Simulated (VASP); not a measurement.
Write the native input for VASP 6.6.1 that does the following.

* Task: single point
* Functional: PBE
* Potentials or basis: VASP PAW PBE potentials, release 64 (Be, H)
* Cutoff: 520 eV
* k mesh: 4 × 6 × 4
* Occupations: gaussian, width 0.1 eV
* Spin: no spin polarisation
* Dipole correction: no
* Further INCAR settings: ALGO = Normal; EDIFF = 1e-06; NBANDS = 16

The structure of BeH lies in POSCAR:

```
BeH
1.0
    5.1105937142      0.0000000000      0.0000000000
    0.0000000000      3.0178937019      0.0000000000
    0.0000000000      0.0000000000      3.9651158127
Be H
4 4
Direct
    0.1770000000      0.2500000000      0.1340000000
    0.3230000000      0.7500000000      0.6340000000
    0.6770000000      0.2500000000      0.3660000000
    0.8230000000      0.7500000000      0.8660000000
    0.0400000000      0.2500000000      0.6300000000
    0.4600000000      0.7500000000      0.1300000000
    0.5400000000      0.2500000000      0.8700000000
    0.9600000000      0.7500000000      0.3700000000
```

These files were run (other wordings do the same):

INCAR

```
SYSTEM = BeH
ALGO     = Normal         ! electronic algorithm
EDIFF    = 1E-6           ! SCF threshold, eV
ENCUT    = 520            ! plane-wave cutoff, eV
GGA      = PE             ! functional
ISIF     = 2              ! what is computed and relaxed
ISMEAR   = 0              ! smearing method
LASPH    = .True.         ! aspherical terms in the spheres
LCHARG   = .False.        ! write CHGCAR
LREAL    = .False.        ! projectors in reciprocal space
LWAVE    = .False.        ! write WAVECAR
NBANDS   = 16             ! bands
NELM     = 60             ! most SCF steps
PREC     = Accurate       ! precision mode
SIGMA    = 0.1            ! smearing width, eV
```

KPOINTS

```
k-points
0
Gamma
  4 6 4
  0 0 0
```

Potentials or basis: VASP PAW PBE potentials, release 64 (Be, H).

Run with:

```bash
$ cat potpaw_PBE.64/Be/POTCAR potpaw_PBE.64/H/POTCAR > POTCAR
$ mpirun -np 1 vasp_std > vasp.out
```

Results of the run:

The pressure is -19.8 GPa. The largest force is 0.352 eV/Å and the band gap on the k mesh is zero (bands 6 and 7 overlap by 3.99 eV).

Caveat: the k points lie up to 0.40 Å⁻¹ apart, too coarse for converged energies and pressures of a metal.

It took 15 s on 1 thread of AMD EPYC 9R45 (Zen 5) (shared host), peak memory 0.14 GiB.
